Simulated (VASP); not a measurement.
A run of VASP 6.6.1:

File INCAR:

```
PREC = Accurate ; ENCUT = 520
EDIFF = 1E-6 ; ISMEAR = 0
SIGMA = 0.15 ; LREAL = F
LASPH = T ; NELM = 150
ALGO = Normal ; ISIF = 2
LWAVE = F ; LCHARG = T
ISPIN = 2 ; MAGMOM = 0.75
LORBIT = 11 ; LMAXMIX = 4
GGA = PE ; LELF = T
LVHAR = T ; NBANDS = 15
```

File KPOINTS:

```
regular mesh
0
Gamma
  22 22 22
```

POSCAR

```
Ni
1.0
    0.0000000000      1.6710944787      1.9349515017
    1.6710944787      0.0000000000      1.9349515017
    1.6710944787      1.6710944787      0.0000000000
Ni
1
Direct
    0.0000000000      0.0000000000      0.0000000000
```

Potentials or basis: VASP PAW PBE potentials, release 64 (Ni).

Command:

```bash
$ cat potpaw_PBE.64/Ni/POTCAR > POTCAR
$ mpirun -np 1 vasp_std > vasp.out
```

Hardware: 1 thread of Intel(R) Xeon(R) Platinum 8559C (Emerald Rapids) (shared host).

Estimate the wall time of this run.

Run time: 2.6 min on 1 thread of Intel(R) Xeon(R) Platinum 8559C (Emerald Rapids), with other jobs on the host, peak memory 0.3 GiB. Counts: scf iterations 12, k points 834.
